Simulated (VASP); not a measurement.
Cs2RbCl3:

```
CELL_PARAMETERS angstrom
4.87086 0.00000 0.00000
-2.43543 4.21829 0.00000
0.00000 0.00000 12.04693
ATOMIC_POSITIONS crystal
Cs 0.33333 0.66667 0.67902
Cs 0.66667 0.33333 0.32098
Rb 0.00000 0.00000 0.00000
Cl 0.33333 0.66667 0.14299
Cl 0.66667 0.33333 0.85701
Cl 0.00000 0.00000 0.50000
```

- Program: VASP 6.6.1
- Task: relaxation of cell and atoms
- Functional: PBEsol
- Potentials or basis: VASP PAW PBE potentials, release 64 (Cs_sv, Rb_sv, Cl)
- Cutoff: 600 eV
- k mesh: 6 × 6 × 2
- Occupations: fermi-dirac, width 0.03 eV
- Spin: no spin polarisation

At the start: pressure -0.7 GPa; volume 41.25 Å³/atom.

Problem. Where does the relaxation end?

Solution. Over 14 steps the energy falls by 11.0 meV/atom and the volume is 39.05 Å³/atom (-5.3 %); space group P-3m1 (No. 164, to 0.1 Å) before and after.

The path:
```csv
step,energy change (eV),largest force (eV/Å),pressure (GPa),volume (Å³)
1,0.0000,0.2195,-0.75,247.52
2,-0.0297,0.2009,-0.41,240.70
3,-0.0434,0.1688,0.14,231.70
4,-0.0435,0.1707,0.10,232.36
5,-0.0479,0.1452,0.09,232.56
6,-0.0573,0.0746,0.06,233.16
7,-0.0603,0.1063,0.01,234.36
8,-0.0616,0.0955,0.02,233.95
9,-0.0641,0.0556,-0.02,234.62
10,-0.0654,0.0111,-0.07,235.43
11,-0.0654,0.0088,-0.08,235.59
12,-0.0657,0.0155,0.06,233.44
13,-0.0659,0.0094,0.01,234.19
14,-0.0661,0.0051,0.00,234.29
```

Final structure:
```xyz
6
Lattice="4.7982 0.0000 0.0000 -2.3991 4.1554 0.0000 0.0000 0.0000 11.7509" Properties=species:S:1:pos:R:3 pbc="T T T"
Cs    0.0000    2.7702    7.9063
Cs    2.3991    1.3851    3.8446
Rb   -2.3991    4.1554   11.7509
Cl    0.0000    2.7702    1.8102
Cl    2.3991    1.3851    9.9407
Cl   -2.3991    4.1554    5.8754
```

Caveat: the PAW data sets were made with another functional, which shifts forces and pressure a little.
